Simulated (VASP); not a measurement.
Set up this calculation in VASP 6.6.1, as the native input.

```
Task                   : single point
Functional             : LDA
Potentials or basis    : VASP PAW LDA potentials, release 64 (Ir, S)
Cutoff                 : 520 eV
k mesh                 : 10 × 10 × 10
Occupations            : gaussian, width 0.05 eV
Spin                   : no spin polarisation
Dipole correction      : no
Further INCAR settings : ALGO = Normal; EDIFF = 1e-07; NBANDS = 14
```

The structure of IrS lies in POSCAR:

```
IrS
1.0
    0.0000000000      2.6364931245      2.6364931245
    2.6364931245      0.0000000000      2.6364931245
    2.6364931245      2.6364931245      0.0000000000
Ir S
1 1
Direct
    0.0000000000      0.0000000000      0.0000000000
    0.2500000000      0.2500000000      0.2500000000
```

These files were run (other wordings do the same):

INCAR

```
ALGO = Normal
EDIFF = 1E-7
ENCUT = 520
ISIF = 2
ISMEAR = 0
LASPH = T
LCHARG = F
LREAL = F
LWAVE = F
NBANDS = 14
NELM = 60
PREC = Accurate
SIGMA = 0.05
```

KPOINTS

```
k-points
0
Gamma
  10 10 10
```

Potentials or basis: VASP PAW LDA potentials, release 64 (Ir, S).

The run is started by

```sh
$ cat potpaw_LDA.64/Ir/POTCAR potpaw_LDA.64/S/POTCAR > POTCAR
$ mpirun -np 1 vasp_std > vasp.out
```

Results of the run:

```json
{
 "Pressure": "-7.4 GPa",
 "Band gap on the k mesh": "zero (an odd number of electrons rules out a gap without spin polarisation)"
}
```

Caveat: the cell stands under tension; spin-orbit coupling is left out, which moves the levels of the heavy elements.

Wall time 32 s on 1 thread of Intel Xeon 8259CL (shared host), peak memory 0.15 GiB.
